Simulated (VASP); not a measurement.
Runs of VASP 6.6.1 on AlN. The structure is that of space group P6_3mc (No. 186), or close to it. The cells are those of the table. 

| cell | gap on the mesh (eV) | pressure (GPa) | largest force (eV/Å) |
| --- | --- | --- | --- |
| a = 3.284, b = 3.284, c = 4.467 Å, angles 90.0, 90.0, 120.0°, 4 atoms | 3.69 | 5.3 | 3.25 |
| a = 3.061, b = 3.061, c = 5.143 Å, angles 90.0, 90.0, 120.0°, 4 atoms | 4.18 | 1.9 | 0.63 |
| a = 3.351, b = 3.351, c = 4.290 Å, angles 90.0, 90.0, 120.0°, 4 atoms | 3.67 | 11.4 | (a) |
| a = 3.199, b = 3.199, c = 4.709 Å, angles 90.0, 90.0, 120.0°, 4 atoms | 3.85 | 1.1 | (c) |
| a = 2.850, b = 2.850, c = 5.929 Å, angles 90.0, 90.0, 120.0°, 4 atoms | 1.78 | (d) | 0.95 |
| a = 2.928, b = 2.928, c = 5.621 Å, angles 90.0, 90.0, 120.0°, 4 atoms | (b) | 11.3 | 1.05 |
| a = 3.014, b = 3.014, c = 5.305 Å, angles 90.0, 90.0, 120.0°, 4 atoms | 3.95 | 4.3 | 0.89 |
| a = 3.154, b = 3.154, c = 4.844 Å, angles 90.0, 90.0, 120.0°, 4 atoms | 3.98 | 0.3 | 0.37 |

Alike in all rows: task single point; level PBEsol; potentials or basis VASP PAW PBE potentials, release 64 (Al, N); no spin polarisation; k mesh 9 × 9 × 6; cutoff (eV) 520; smearing gaussian 0.05 eV.

Question: Estimate the missing entries.

Answer: (a) 5.59; (b) 3.01; (c) 1.14; (d) 20.4.

Caveats: the PAW data sets were made with another functional, which shifts forces and pressure a little.

A k mesh can miss the band edges.
